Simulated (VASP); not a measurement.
Set up this calculation in VASP 6.6.1, as the native input.

```yaml
Task: single point
Functional: r2SCAN
Potentials_or_basis: VASP PAW PBE potentials, release 64 (Pd)
Cutoff: 520 eV
k_mesh: 11 × 11 × 6
Occupations: fermi-dirac, width 0.05 eV
Spin: no spin polarisation
Dipole_correction: no
Further_INCAR_settings: ALGO = Normal; EDIFF = 1e-07; NBANDS = 17
```

Crystal: Pd.

```
Pd
1.0
     2.74604    0.00000    0.00000
    -1.37302    2.37814    0.00000
     0.00000    0.00000    4.56633
Pd
2
Direct
  0.33333 0.66667 0.25000
  0.66667 0.33333 0.75000
```

The input as run:

POSCAR

```
Pd
1.0
    2.7460433387      0.0000000000      0.0000000000
   -1.3730216694      2.3781432912      0.0000000000
    0.0000000000      0.0000000000      4.5663327230
Pd
2
Direct
    0.3333333333      0.6666666667      0.2500000000
    0.6666666667      0.3333333333      0.7500000000
```

INCAR.step1

```
ALGO = Normal
EDIFF = 1E-4
ENCUT = 520
GGA = PE
ISMEAR = -1
LASPH = T
LCHARG = F
LREAL = F
LWAVE = T
NBANDS = 17
NELM = 100
PREC = Accurate
SIGMA = 0.05
```

INCAR.step2

```
ALGO = Normal
EDIFF = 1E-7
ENCUT = 520
ISIF = 2
ISMEAR = -1
ISTART = 1
LASPH = T
LCHARG = T
LELF = T
LMIXTAU = T
LREAL = F
LVHAR = T
LWAVE = F
METAGGA = R2SCAN
NBANDS = 17
NELM = 100
PREC = Accurate
SIGMA = 0.05
```

KPOINTS

```
k-points
0
Gamma
  11 11 6
```

Potentials or basis: VASP PAW PBE potentials, release 64 (Pd).

The run is started by

```sh
$ cat potpaw_PBE.64/Pd/POTCAR > POTCAR
$ cp INCAR.step1 INCAR
$ mpirun -np 1 vasp_std > vasp.out
$ cp INCAR.step2 INCAR
$ mpirun -np 1 vasp_std > vasp.out
```

It gave:

```yaml
Pressure: 1.8 GPa
Band_gap_on_the_k_mesh: zero (band 10 reaches 9.59 eV, above the bottom of band 11 at 8.70 eV)
```

Caveat: the PAW data sets were made with another functional, which shifts forces and pressure a little.

Run time: 53 s on 1 thread of Intel(R) Xeon(R) 6975P-C (Granite Rapids), with other jobs on the host, peak memory 0.16 GiB.
